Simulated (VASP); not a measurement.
# SnO (Cmce) in VASP: single point with r2SCAN+D3(BJ)

Aim: the single point of SnO with r2SCAN+D3(BJ).

Everything below comes from runs of VASP 6.6.1. Logs are shortened: lines on timing, memory, paths and dates and some standing lists are left out, and cuts for length are marked.

### Step 1. The cell of the first run

The structure is orthorhombic, space group Cmce (No. 64). Conventional cell: a = 5.474 Å, b = 5.476 Å, c = 10.222 Å, α = 90.00°, β = 90.00°, γ = 90.00°. Within 3.0 Å of Sn (site symmetry m) lie 4 O at 2.25 to 2.26 Å. O (site symmetry 2) has 4 Sn at 2.25 to 2.26 Å and 4 O at 2.74 Å within 3.0 Å.

### Step 2. Single point, r2SCAN+D3(BJ)

POSCAR reads:

```
SnO
1.0
    2.7369120000     -2.7377960000      0.0000000000
    2.7369120000      2.7377960000      0.0000000000
    0.0000000000      0.0000000000     10.2219600000
Sn O
4 4
Direct
    0.7365469998      0.2634530002      0.8638579998
    0.2634530002      0.7365469998      0.1361420002
    0.7634530002      0.2365469998      0.3638579998
    0.2365469998      0.7634530002      0.6361420002
    0.2619439998      0.2380560002      0.2500000000
    0.7380560002      0.7619439998      0.7500000000
    0.2380560002      0.2619439998      0.7500000000
    0.7619439998      0.7380560002      0.2500000000
```

INCAR.step1 reads:

```
PREC = Accurate
ENCUT = 520
ISMEAR = 0
SIGMA = 0.01
LREAL = False
LASPH = True
NELM = 60
NBANDS = 50
GGA = PE
ALGO = Normal
EDIFF = 1E-4
LWAVE = True
LCHARG = False
```

INCAR.step2 reads:

```
PREC = Accurate
ENCUT = 520
EDIFF = 1E-7
ISMEAR = 0
SIGMA = 0.01
LREAL = False
LASPH = True
NELM = 60
ALGO = Normal
ISIF = 2
LWAVE = False
LCHARG = True
METAGGA = R2SCAN
LMIXTAU = True
IVDW = 12
VDW_S6 = 1.0
VDW_S8 = 0.78981345
VDW_A1 = 0.49484001
VDW_A2 = 5.73083694
LELF = True
LVHAR = True
NBANDS = 50
ISTART = 1
```

KPOINTS reads:

```
regular mesh
0
Gamma
  4 4 2
```

Potentials or basis: VASP PAW PBE potentials, release 64 (Sn_d, O).

Run with:

```
$ cat potpaw_PBE.64/Sn_d/POTCAR potpaw_PBE.64/O/POTCAR > POTCAR
$ cp INCAR.step1 INCAR
$ mpirun -np 1 vasp_std > vasp.out
$ cp INCAR.step2 INCAR
$ mpirun -np 1 vasp_std > vasp.out
```

OUTCAR:

```text
PREC = Accurate
   ENCUT = 520
   EDIFF = 1E-7
   ISMEAR = 0
   LREAL = False
   LASPH = True
   NELM = 60
   ISIF = 2
   METAGGA = R2SCAN
   IVDW = 12
   ISTART = 1
 IVDW          = 12

 ion  position               nearest neighbor table
   1  0.737  0.263  0.864-   6 2.25   7 2.25   7 2.26   6 2.26   4 3.59   4 3.59   4 3.59   4 3.59

   2  0.263  0.737  0.136-   5 2.25   8 2.25   5 2.26   8 2.26   3 3.59   3 3.59   3 3.59   3 3.59

   3  0.763  0.237  0.364-   5 2.25   8 2.25   8 2.26   5 2.26   2 3.59   2 3.59   2 3.59   2 3.59

   4  0.237  0.763  0.636-   6 2.25   7 2.25   6 2.26   7 2.26   1 3.59   1 3.59   1 3.59   1 3.59

   5  0.262  0.238  0.250-   2 2.25   3 2.25   3 2.26   2 2.26
   6  0.738  0.762  0.750-   1 2.25   4 2.25   1 2.26   4 2.26
   7  0.238  0.262  0.750-   1 2.25   4 2.25   4 2.26   1 2.26
   8  0.762  0.738  0.250-   2 2.25   3 2.25   2 2.26   3 2.26

  LATTYP: Found a base centered orthorhombic cell.
 ALAT       =     5.4738240000
 B/A-ratio  =     1.0003229918
 C/A-ratio  =     1.8674257704

  Lattice vectors:

 A1 = (   2.7369120000,  -2.7377960000,   0.0000000000)
 A2 = (   2.7369120000,   2.7377960000,   0.0000000000)
 A3 = (   0.0000000000,   0.0000000000,  10.2219600000)

Analysis of symmetry for initial positions (statically):
=====================================================================
 Subroutine PRICEL returns:
 Original cell was already a primitive cell.

 Routine SETGRP: Setting up the symmetry group for a
 base centered orthorhombic supercell.

 Subroutine GETGRP returns: Found  8 space group operations
 (whereof  4 operations were pure point group operations)
 out of a pool of  8 trial point group operations.

The static configuration has the point symmetry C_2h.
 The point group associated with its full space group is D_2h.

Analysis of symmetry for dynamics (positions and initial velocities):
=====================================================================
 Subroutine PRICEL returns:
 Original cell was already a primitive cell.

 Routine SETGRP: Setting up the symmetry group for a
 base centered orthorhombic supercell.

 Subroutine GETGRP returns: Found  8 space group operations
 (whereof  4 operations were pure point group operations)
 out of a pool of  8 trial point group operations.

The dynamic configuration has the point symmetry C_2h.
 The point group associated with its full space group is D_2h.

 Subroutine INISYM returns: Found  8 space group operations
 (whereof  4 operations are pure point group operations),
 and found     1 'primitive' translations

----------------------------------------------------------------------------------------

                                     Primitive cell

  volume of cell :     153.1885

  direct lattice vectors                    reciprocal lattice vectors
     2.736912000 -2.737796000  0.000000000     0.182687642 -0.182628655  0.000000000
     2.736912000  2.737796000  0.000000000     0.182687642  0.182628655  0.000000000
     0.000000000  0.000000000 10.221960000     0.000000000  0.000000000  0.097828596

  length of vectors
     3.871203202  3.871203202 10.221960000     0.258317634  0.258317634  0.097828596

  position of ions in fractional coordinates (direct lattice)
     0.736547000  0.263453000  0.863858000
     0.263453000  0.736547000  0.136142000
     0.763453000  0.236547000  0.363858000
     0.236547000  0.763453000  0.636142000
     0.261944000  0.238056000  0.250000000
     0.738056000  0.761944000  0.750000000
     0.238056000  0.261944000  0.750000000
     0.761944000  0.738056000  0.250000000

  ion indices of the primitive-cell ions
   primitive index   ion index
                 1           1
                 2           2
                 3           3
                 4           4
                 5           5
                 6           6
                 7           7
                 8           8

----------------------------------------------------------------------------------------

 KPOINTS: regular mesh

Automatic generation of k-mesh.
 Grid dimensions read from file:
 generate k-points for:    4    4    2

 Generating k-lattice:

  Cartesian coordinates                     Fractional coordinates (reciprocal lattice)
     0.045671911 -0.045657164  0.000000000     0.250000000  0.000000000  0.000000000
     0.045671911  0.045657164  0.000000000     0.000000000  0.250000000  0.000000000
     0.000000000  0.000000000  0.048914298     0.000000000  0.000000000  0.500000000

  Length of vectors
     0.064579409  0.064579409  0.048914298

  Shift w.r.t. Gamma in fractional coordinates (k-lattice)
     0.000000000  0.000000000  0.000000000

 Subroutine IBZKPT returns following result:
 ===========================================

 Found     14 irreducible k-points:

 Following reciprocal coordinates:
            Coordinates               Weight
  0.000000  0.000000  0.000000      1.000000
  0.250000 -0.000000  0.000000      4.000000
  0.500000 -0.000000  0.000000      2.000000
  0.250000  0.250000  0.000000      2.000000
  0.500000  0.250000  0.000000      4.000000
 -0.250000  0.250000  0.000000      2.000000
  0.500000  0.500000  0.000000      1.000000
  0.000000  0.000000  0.500000      1.000000
  0.250000 -0.000000  0.500000      4.000000
  0.500000 -0.000000  0.500000      2.000000
  0.250000  0.250000  0.500000      2.000000
  0.500000  0.250000  0.500000      4.000000
 -0.250000  0.250000  0.500000      2.000000
  0.500000  0.500000  0.500000      1.000000
   k-points           NKPTS =     14   k-points in BZ     NKDIM =     14   number of bands    NBANDS=     50
   number of dos      NEDOS =    301   number of ions     NIONS =      8
   total plane-waves  NPLWV =  72000
   dimension x,y,z NGX =    30 NGY =   30 NGZ =   80
   dimension x,y,z NGXF=    60 NGYF=   60 NGZF=  160
   ions per type =               4   4
   NGX,Y,Z   is equivalent  to a cutoff of  12.88, 12.88, 13.01 a.u.
   NGXF,Y,Z  is equivalent  to a cutoff of  25.77, 25.77, 26.02 a.u.
 SYSTEM =  unknown system
   PREC   = accura    normal or accurate (medium, high low for compatibility)
   ISTART =      1    job   : 0-new  1-cont  2-samecut
   ICHARG =      0    charge: 1-file 2-atom 10-const
   ISPIN  =      1    spin polarized calculation?
   LNONCOLLINEAR =      F non collinear calculations
   LSORBIT =      F    spin-orbit coupling
   LASPH  =      T    aspherical Exc in radial PAW
   ENCUT  =  520.0 eV  38.22 Ry    6.18 a.u.   7.20  7.20 19.01*2*pi/ulx,y,z
   NELM   =     60;   NELMIN=  2; NELMDL=  0     # of ELM steps
   EDIFF  = 0.1E-06   stopping-criterion for ELM
   LREAL  =      F    real-space projection
   EDIFFG = 0.1E-05   stopping-criterion for IOM
   NSW    =      0    number of steps for IOM
   IBRION =     -1    ionic relax: 0-MD 1-quasi-New 2-CG
   NFREE  =      0    steps in history (QN), initial steepest desc. (CG)
   ISIF   =      2    stress and relaxation
   ISYM   =      2    0-nonsym 1-usesym 2-fastsym
   POTIM  = 0.5000    time-step for ionic-motion
   TEBEG  =    0.0;   TEEND  =   0.0 temperature during run
   PSTRESS=    0.0 pullay stress
   NELECT =      80.0000    total number of electrons
   NUPDOWN=      -1.0000    fix difference up-down
   EMIN   =  10.00;   EMAX   =-10.00  energy-range for DOS
   EFERMI =   0.00;   METHOD = LEGACY
   ISMEAR =     0;   SIGMA  =   0.01  broadening in eV -4-tet -1-fermi 0-gaus
   EFERMI_NEDOS =   21; number of points for ismear=-14 and -15
   IALGO  =     38    algorithm
   IMIX   =      4    mixing-type and parameters
     AMIX     =   0.40;   BMIX     =  1.00
     AMIX_MAG =   1.60;   BMIX_MAG =  1.00
  volume/ion in A,a.u.               =      19.15       129.22
  Fermi-wavevector in a.u.,A,eV,Ry     =   1.318346  2.491313 23.647424  1.738037
  Thomas-Fermi vector in A             =   2.448323
   LORBIT       =      0    0 simple, 1 ext, 2 COOP (PROOUT), +10 PAW based schemes
   METAGGA = R2SCAN    functional components
   LHFCALC =     F    Hartree Fock is set to
   AEXX    =    0.0000 exact exchange contribution
   IVDW    =    12    specifies the selected vdW correction
   LEPSILON=     F    determine dielectric tensor
   LRPA    =     F    only Hartree local field effects (RPA)
 non-spin polarized calculation
 Gauss-broadening in eV      SIGMA  =   0.01
  energy-cutoff  :      520.00
  volume of cell :      153.19
 maximum number of plane-waves:      4172
 NGX is ok and might be reduce to    30
   NGX = 15   NGY = 15   NGZ = 39

 number of electron      80.0000000 magnetization

 Free energy of the ion-electron system (eV)
  ---------------------------------------------------
  ext. energy  EPLUGINS =         0.00000000
  ---------------------------------------------------
  free energy    TOTEN  =      -133.71406252 eV

  energy without entropy =     -133.71406252  energy(sigma->0) =     -133.71406252

 E-fermi :   5.9857     XC(G=0): -10.4058

 val. band max:        5.9373312439   @ k =   0.0000   0.0000   0.0000
 cond. band min:       6.6547904230   @ k =   0.5000   0.5000   0.0000
 fundamental gap:      0.7174591791
 Fermi energy:         5.9857231061

 k-point     1 :       0.0000    0.0000    0.0000
  band No.  band energies     occupation
      1     -16.6345      2.00000
      2     -16.6261      2.00000
      3     -16.1979      2.00000
      4     -16.1892      2.00000
      5     -16.1696      2.00000
      6     -16.1686      2.00000
[... 42 lines left out ...]
     49      11.7395      0.00000
     50      11.7736      0.00000

 k-point     2 :       0.2500   -0.0000    0.0000
  band No.  band energies     occupation
      1     -16.6016      2.00000
      2     -16.5980      2.00000
      3     -16.3078      2.00000
      4     -16.2912      2.00000
      5     -16.1659      2.00000
      6     -16.1615      2.00000
[... 628 lines left out ...]
 k-point    14 :       0.5000    0.5000    0.5000
  band No.  band energies     occupation
      1     -16.5451      2.00000
      2     -16.5451      2.00000
      3     -16.5451      2.00000
      4     -16.5451      2.00000
      5     -16.1530      2.00000
      6     -16.1530      2.00000
[... 42 lines left out ...]
     49      11.6975      0.00000
     50      11.7084      0.00000

------------------------ aborting loop because EDIFF is reached ----------------------------------------

 Edisp (eV)   -0.80640

 E8    (eV) :    -0.2742

  FORCE on cell =-STRESS in cart. coord.  units (eV):
  Direction    XX          YY          ZZ          XY          YZ          ZX
  --------------------------------------------------------------------------------------
  -------------------------------------------------------------------------------------
  Total      -4.64524    -4.64667    -3.62569     0.00000     0.00000     0.00000
  in kB     -48.58391   -48.59889   -37.92057     0.00000     0.00000     0.00000
  external pressure =      -45.03 kB  Pullay stress =        0.00 kB

 VOLUME and BASIS-vectors are now :
 -----------------------------------------------------------------------------
  energy-cutoff  :      520.00
  volume of cell :      153.19
      direct lattice vectors                 reciprocal lattice vectors
     2.736912000 -2.737796000  0.000000000     0.182687642 -0.182628655  0.000000000
     2.736912000  2.737796000  0.000000000     0.182687642  0.182628655  0.000000000
     0.000000000  0.000000000 10.221960000     0.000000000  0.000000000  0.097828596

 POSITION                                       TOTAL-FORCE (eV/Angst)
 -----------------------------------------------------------------------------------
      2.73691     -1.29523      8.83032         0.000000     -0.048824     -0.455380
      2.73691      1.29523      1.39164         0.000000      0.048824      0.455380
      2.73691     -1.44256      3.71934         0.000000      0.048824     -0.455380
      2.73691      1.44256      6.50262         0.000000     -0.048824      0.455380
      1.36846     -0.06540      2.55549         0.000000      0.005993      0.000000
      4.10537      0.06540      7.66647         0.000000     -0.005993      0.000000
      1.36846      0.06540      7.66647         0.000000     -0.005993      0.000000
      4.10537     -0.06540      2.55549         0.000000      0.005993      0.000000
 -----------------------------------------------------------------------------------
    total drift:                               -0.000000     -0.000000      0.000000

  FREE ENERGIE OF THE ION-ELECTRON SYSTEM (eV)
  ---------------------------------------------------
  free  energy   TOTEN  =      -134.5204639323 eV

  energy  without entropy=     -134.5204639323  energy(sigma->0) =     -134.52046393
```

Wall time 6 min (1 thread of Intel Xeon Platinum 8488C (Sapphire Rapids), shared host); peak memory 0.32 GiB.

Results:

```yaml
Free_energy: -134.5205 eV
Pressure: -4.5 GPa
Largest_force: 0.458 eV/Å
Band_gap_on_the_k_mesh: 0.72 eV
Dispersion_energy_per_atom: -0.101 eV
```

Forces on the atoms (eV/Å):
```
Sn   0.000 -0.049 -0.455
Sn   0.000  0.049  0.455
Sn   0.000  0.049 -0.455
Sn   0.000 -0.049  0.455
O    0.000  0.006  0.000
O    0.000 -0.006  0.000
O    0.000 -0.006  0.000
O    0.000  0.006  0.000
```

Caveat: the PAW data sets were made with another functional, which shifts forces and pressure a little; spin-orbit coupling is left out, which moves the levels of the heavy elements.
